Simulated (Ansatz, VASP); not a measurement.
## CoSi2 in VASP and in Ansatz

```
Co Si
1.0
     0.00000    2.58994    2.58994
     2.58994    0.00000    2.58994
     2.58994    2.58994    0.00000
Co Si
1 2
Direct
  0.01206 0.98794 0.98794
  0.23735 0.26265 0.26265
  0.73735 0.76265 0.76265
```

Change from the starting cell: mode 4 frozen in at -0.067 Å, equal normal strain along x, y and z -0.0250.

Alike in both runs: task single point; functional PBEsol; k mesh 14 × 14 × 14; occupations gaussian, width 0.15 eV; no spin polarisation.

|  | VASP | Ansatz |
| --- | --- | --- |
| version | VASP 6.6.1 | Ansatz 0.2.0 |
| potentials or method | VASP PAW PBE potentials, release 64 (Co, Si), cutoff 520 eV | scalar-relativistic, plane waves, PAW |
| valence electrons in the cell | 17 | 25 |

```tsv
	VASP	Ansatz	Ansatz less VASP
gap on the k mesh at the Fermi level (eV)	none	none	-
pressure (GPa)	19.4	19.3	-0.17
traceless stress, the component that is largest in VASP (GPa)	-0.93	-0.89	+0.040
rms of the force components (eV/Å)	0.875	0.864	-0.0110
```

VASP's potentials were made for PBE, not for PBEsol, and Ansatz warns of the same on its side. Atom by atom the forces differ by 0.011 eV/Å (rms over components). A gap of «none» marks a metal or a gap that the smearing closes. With one functional, cell and mesh, what is left measures potentials, basis and numerics. VASP's potentials hold 17 valence electrons a cell and Ansatz's 25, so a difference there can come from the potentials and not from the codes.
